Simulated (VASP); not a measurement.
# SnO (P-1) in VASP: single point with PBE

Aim: the single point of SnO with PBE.

All numbers are computed with VASP 6.6.1; they aren't measurements. Logs are shortened: lines on timing, memory, paths and dates and some standing lists are left out, and cuts for length are marked.

**1. The cell of the first run**

The typed cell holds 8 atoms: a = 3.891 Å, b = 5.082 Å, c = 7.688 Å, α = 90.04°, β = 89.99°, γ = 89.93°.

**2. Single point, PBE**

The input, INCAR:

```
SYSTEM = SnO
PREC = Accurate
ENCUT = 1340
EDIFF = 1E-6
ISMEAR = 0
SIGMA = 0.1
LREAL = .False.
LASPH = .True.
NELM = 120
ALGO = Normal
ISIF = 2
LWAVE = .False.
LCHARG = .False.
GGA = PE
NBANDS = 50
GGA_COMPAT = .False.
```

The input, KPOINTS:

```
Automatic mesh
0
Gamma
  4 4 2
  0 0 0
```

The input, POSCAR:

```
SnO
1.0
   -3.8913784770     -0.0001193204     -0.0022915205
   -0.0032517921      0.0018522082     -5.0822374225
   -0.0006978911     -7.6883625272      0.0029555451
Sn O
4 4
Direct
    0.5003597390      0.7718627769     -0.0001038297
    0.5003638140      0.7718555991      0.4998985558
   -0.0003616527      0.2281438892      0.7501033050
   -0.0003598534      0.2281393708      0.2501036189
    0.9999593258     -0.0022798803      0.9999910145
    0.9999594734     -0.0022727964      0.4999858582
    0.5000429858      0.0022700290      0.7500121958
    0.5000361680      0.0022810118      0.2500092815
```

Potentials or basis: VASP PAW PBE potentials, release 64 (Sn_d, O_h).

The run is started by

```
> cat potpaw_PBE.64/Sn_d/POTCAR potpaw_PBE.64/O_h/POTCAR > POTCAR
> mpirun -np 1 vasp_std > vasp.out
```

OUTCAR:

```text
SYSTEM = SnO
   PREC = Accurate
   ENCUT = 1340
   EDIFF = 1E-6
   ISMEAR = 0
   LREAL = .False.
   LASPH = .True.
   NELM = 120
   ISIF = 2
   GGA = PE

 ion  position               nearest neighbor table
   1  0.500  0.772  1.000-   7 2.25   8 2.25   5 2.26   5 2.26   4 3.59   3 3.59   4 3.59   3 3.59

   2  0.500  0.772  0.500-   7 2.25   8 2.25   6 2.26   6 2.26   3 3.59   4 3.59   3 3.59   4 3.59

   3  1.000  0.228  0.750-   6 2.25   5 2.25   7 2.26   7 2.26   2 3.59   1 3.59   2 3.59   1 3.59

   4  1.000  0.228  0.250-   6 2.25   5 2.25   8 2.26   8 2.26   1 3.59   2 3.59   1 3.59   2 3.59

   5  1.000  0.998  1.000-   4 2.25   3 2.25   1 2.26   1 2.26
   6  1.000  0.998  0.500-   4 2.25   3 2.25   2 2.26   2 2.26
   7  0.500  0.002  0.750-   1 2.25   2 2.25   3 2.26   3 2.26
   8  0.500  0.002  0.250-   1 2.25   2 2.25   4 2.26   4 2.26

  LATTYP: Found a triclinic cell.
 ALAT       =     6.3971386863
 B/A-ratio  =     0.6082999516
 C/A-ratio  =     1.2018440593
 COS(alpha) =     0.0001212088
 COS(beta)  =     0.0006686248
 COS(gamma) =     0.6073238094

  Lattice vectors:

 A1 = (  -3.8881266849,  -0.0019715286,   5.0799459020)
 A2 = (  -3.8913784770,  -0.0001193204,  -0.0022915205)
 A3 = (  -0.0006978911,  -7.6883625272,   0.0029555451)

Analysis of symmetry for initial positions (statically):
=====================================================================
 Subroutine PRICEL returns:
 Original cell was already a primitive cell.

 Routine SETGRP: Setting up the symmetry group for a
 triclinic supercell.

 Subroutine GETGRP returns: Found  2 space group operations
 (whereof  1 operations were pure point group operations)
 out of a pool of  2 trial point group operations.

The static configuration has the point symmetry C_1 .
 The point group associated with its full space group is S_2 .

Analysis of symmetry for dynamics (positions and initial velocities):
=====================================================================
 Subroutine PRICEL returns:
 Original cell was already a primitive cell.

 Routine SETGRP: Setting up the symmetry group for a
 triclinic supercell.

 Subroutine GETGRP returns: Found  2 space group operations
 (whereof  1 operations were pure point group operations)
 out of a pool of  2 trial point group operations.

The dynamic configuration has the point symmetry C_1 .
 The point group associated with its full space group is S_2 .

 Subroutine INISYM returns: Found  2 space group operations
 (whereof  1 operations are pure point group operations),
 and found     1 'primitive' translations

----------------------------------------------------------------------------------------

                                     Primitive cell

  volume of cell :     152.0520

  direct lattice vectors                    reciprocal lattice vectors
    -3.891378477 -0.000119320 -0.002291521    -0.256978442  0.000023390  0.000164432
    -0.003251792  0.001852208 -5.082237423     0.000115871 -0.000075650 -0.196763833
    -0.000697891 -7.688362527  0.002955545     0.000004016 -0.130066726 -0.000047405

  length of vectors
     3.891379154  5.082238800  7.688363127     0.256978496  0.196763882  0.130066735

  position of ions in fractional coordinates (direct lattice)
     0.500359739  0.771862777  0.999896170
     0.500363814  0.771855599  0.499898556
     0.999638347  0.228143889  0.750103305
     0.999640147  0.228139371  0.250103619
     0.999959326  0.997720120  0.999991014
     0.999959473  0.997727204  0.499985858
     0.500042986  0.002270029  0.750012196
     0.500036168  0.002281012  0.250009281

  ion indices of the primitive-cell ions
   primitive index   ion index
                 1           1
                 2           2
                 3           3
                 4           4
                 5           5
                 6           6
                 7           7
                 8           8

----------------------------------------------------------------------------------------

 KPOINTS: Automatic mesh

Automatic generation of k-mesh.
 Grid dimensions read from file:
 generate k-points for:    4    4    2

 Generating k-lattice:

  Cartesian coordinates                     Fractional coordinates (reciprocal lattice)
    -0.064244611  0.000005847  0.000041108     0.250000000  0.000000000  0.000000000
     0.000028968 -0.000018913 -0.049190958     0.000000000  0.250000000  0.000000000
     0.000002008 -0.065033363 -0.000023703     0.000000000 -0.000000000  0.500000000

  Length of vectors
     0.064244624  0.049190970  0.065033367

  Shift w.r.t. Gamma in fractional coordinates (k-lattice)
     0.000000000  0.000000000  0.000000000

 Subroutine IBZKPT returns following result:
 ===========================================

 Found     20 irreducible k-points:

 Following reciprocal coordinates:
            Coordinates               Weight
  0.000000  0.000000  0.000000      1.000000
  0.250000 -0.000000  0.000000      2.000000
  0.500000 -0.000000  0.000000      1.000000
  0.000000  0.250000 -0.000000      2.000000
  0.250000  0.250000 -0.000000      2.000000
  0.500000  0.250000 -0.000000      2.000000
[... 12 lines left out ...]
  0.250000  0.500000  0.500000      2.000000
  0.500000  0.500000  0.500000      1.000000
   k-points           NKPTS =     20   k-points in BZ     NKDIM =     20   number of bands    NBANDS=     50
   number of dos      NEDOS =    301   number of ions     NIONS =      8
   total plane-waves  NPLWV = 294912
   dimension x,y,z NGX =    48 NGY =   64 NGZ =   96
   dimension x,y,z NGXF=    96 NGYF=  128 NGZF=  192
   ions per type =               4   4
   NGX,Y,Z   is equivalent  to a cutoff of  20.51, 20.94, 20.76 a.u.
   NGXF,Y,Z  is equivalent  to a cutoff of  41.01, 41.87, 41.52 a.u.
 SYSTEM =  SnO
   PREC   = accura    normal or accurate (medium, high low for compatibility)
   ISTART =      0    job   : 0-new  1-cont  2-samecut
   ICHARG =      2    charge: 1-file 2-atom 10-const
   ISPIN  =      1    spin polarized calculation?
   LNONCOLLINEAR =      F non collinear calculations
   LSORBIT =      F    spin-orbit coupling
   LASPH  =      T    aspherical Exc in radial PAW
   ENCUT  = 1340.0 eV  98.49 Ry    9.92 a.u.  11.61 15.17 22.95*2*pi/ulx,y,z
   NELM   =    120;   NELMIN=  2; NELMDL= -5     # of ELM steps
   EDIFF  = 0.1E-05   stopping-criterion for ELM
   LREAL  =      F    real-space projection
[... 7 lines left out ...]
   TEBEG  =    0.0;   TEEND  =   0.0 temperature during run
   PSTRESS=    0.0 pullay stress
   NELECT =      80.0000    total number of electrons
   NUPDOWN=      -1.0000    fix difference up-down
   EMIN   =  10.00;   EMAX   =-10.00  energy-range for DOS
   EFERMI =   0.00;   METHOD = LEGACY
   ISMEAR =     0;   SIGMA  =   0.10  broadening in eV -4-tet -1-fermi 0-gaus
   EFERMI_NEDOS =   21; number of points for ismear=-14 and -15
   IALGO  =     38    algorithm
   IMIX   =      4    mixing-type and parameters
     AMIX     =   0.40;   BMIX     =  1.00
     AMIX_MAG =   1.60;   BMIX_MAG =  1.00
  volume/ion in A,a.u.               =      19.01       128.26
  Fermi-wavevector in a.u.,A,eV,Ry     =   1.321623  2.497505 23.765112  1.746686
  Thomas-Fermi vector in A             =   2.451363
   LORBIT       =      0    0 simple, 1 ext, 2 COOP (PROOUT), +10 PAW based schemes
   GGA     = PE    functional components
   LHFCALC =     F    Hartree Fock is set to
   AEXX    =    0.0000 exact exchange contribution
   IVDW    =     0    specifies the selected vdW correction
   LEPSILON=     F    determine dielectric tensor
   LRPA    =     F    only Hartree local field effects (RPA)
 non-spin polarized calculation
 Gauss-broadening in eV      SIGMA  =   0.10
  energy-cutoff  :     1340.00
  volume of cell :      152.05
 maximum number of plane-waves:     16996
 NGX is ok and might be reduce to    48
   NGX = 23   NGY = 31   NGZ = 45

 number of electron      80.0000004 magnetization

 Free energy of the ion-electron system (eV)
  ---------------------------------------------------
  ext. energy  EPLUGINS =         0.00000000
  ---------------------------------------------------
  free energy    TOTEN  =       -45.46777944 eV

  energy without entropy =      -45.46777443  energy(sigma->0) =      -45.46777694

 E-fermi :   6.5621     XC(G=0):  -9.8059

 val. band max:        6.3056297173   @ k =   0.0000   0.0000   0.0000
 cond. band min:       6.8308200932   @ k =   0.5000  -0.0000   0.0000
 fundamental gap:      0.5251903759
 Fermi energy:         6.5621030497

 k-point     1 :       0.0000    0.0000    0.0000
  band No.  band energies     occupation
      1     -15.4289      2.00000
      2     -15.3107      2.00000
      3     -15.3106      2.00000
      4     -15.0659      2.00000
      5     -15.0601      2.00000
      6     -15.0594      2.00000
[... 42 lines left out ...]
     49      12.0230      0.00000
     50      12.0735      0.00000

 k-point     2 :       0.2500   -0.0000    0.0000
  band No.  band energies     occupation
      1     -15.3972      2.00000
      2     -15.3361      2.00000
      3     -15.3360      2.00000
      4     -15.1276      2.00000
      5     -15.0527      2.00000
      6     -15.0499      2.00000
[... 42 lines left out ...]
     49      11.6547      0.00000
     50      12.1719      0.00000

 k-point     3 :       0.5000   -0.0000    0.0000
  band No.  band energies     occupation
      1     -15.3653      2.00000
      2     -15.3653      2.00000
      3     -15.3029      2.00000
      4     -15.3028      2.00000
      5     -15.0474      2.00000
      6     -15.0473      2.00000
[... 890 lines left out ...]
     49      11.9757      0.00000
     50      11.9769      0.00000

 k-point    20 :       0.5000    0.5000    0.5000
  band No.  band energies     occupation
      1     -15.3253      2.00000
      2     -15.3252      2.00000
      3     -15.3251      2.00000
      4     -15.3250      2.00000
      5     -15.0477      2.00000
      6     -15.0476      2.00000
[... 42 lines left out ...]
     49      12.6287      0.00000
     50      12.6364      0.00000

------------------------ aborting loop because EDIFF is reached ----------------------------------------

  FORCE on cell =-STRESS in cart. coord.  units (eV):
  Direction    XX          YY          ZZ          XY          YZ          ZX
  --------------------------------------------------------------------------------------
  -------------------------------------------------------------------------------------
  Total        0.1029445      0.1773038      0.1680380     -0.0098800      0.0117380     -0.0170763
  in kB        1.0847302      1.8682570      1.7706225     -0.1041055      0.1236840     -0.1799337
  external PRESSURE =       1.5745366 kB  Pullay stress =       0.0000000 kB

 VOLUME and BASIS-vectors are now :
 -----------------------------------------------------------------------------
  energy-cutoff  :     1340.00
  volume of cell :      152.05
      direct lattice vectors                 reciprocal lattice vectors
    -3.891378477 -0.000119320 -0.002291521    -0.256978442  0.000023390  0.000164432
    -0.003251792  0.001852208 -5.082237423     0.000115871 -0.000075650 -0.196763833
    -0.000697891 -7.688362527  0.002955545     0.000004016 -0.130066726 -0.000047405

 POSITION                                       TOTAL-FORCE (eV/Angst)
 -----------------------------------------------------------------------------------
     -1.95030     -7.68619     -3.92098         0.000643     -0.000182      0.064708
     -1.94996     -3.84203     -3.92242         0.000703     -0.000019      0.064085
     -3.89124     -5.76676     -1.15956        -0.000703      0.000019     -0.064085
     -3.89089     -1.92258     -1.16101        -0.000643      0.000182     -0.064708
     -3.89516     -7.68656     -5.06999        -0.000238      0.000446      0.000585
     -3.89481     -3.84234     -5.07150        -0.000374     -0.000097      0.001108
     -1.94639     -5.76642     -0.01047         0.000374      0.000097     -0.001108
     -1.94601     -1.92222     -0.01200         0.000238     -0.000446     -0.000585
 -----------------------------------------------------------------------------------
    total drift:                               -0.049640     -0.010766     -0.014170

  FREE ENERGIE OF THE ION-ELECTRON SYSTEM (eV)
  ---------------------------------------------------
  free  energy   TOTEN  =       -45.4677794415 eV

  energy  without entropy=      -45.4677744320  energy(sigma->0) =      -45.46777694
```

It took 12 min on 1 thread of Intel Xeon Platinum 8259CL at 2.50GHz (Skylake/Cascade Lake), shared host; peak memory 0.87 GiB.

Results:

| Item | Value |
| --- | --- |
| Free energy | -45.4678 eV |
| Pressure | 0.2 GPa |
| Largest force | 0.065 eV/Å |
| Band gap on the k mesh | 0.53 eV |

Forces on the atoms (eV/Å):
```
Sn   0.001  0.000  0.065
Sn   0.001  0.000  0.064
Sn  -0.001  0.000 -0.064
Sn  -0.001  0.000 -0.065
O    0.000  0.000  0.001
O    0.000  0.000  0.001
O    0.000  0.000 -0.001
O    0.000  0.000 -0.001
```

Caveat: semilocal functionals underestimate gaps, and a narrow one can read as zero; spin-orbit coupling is left out, which moves the levels of the heavy elements.
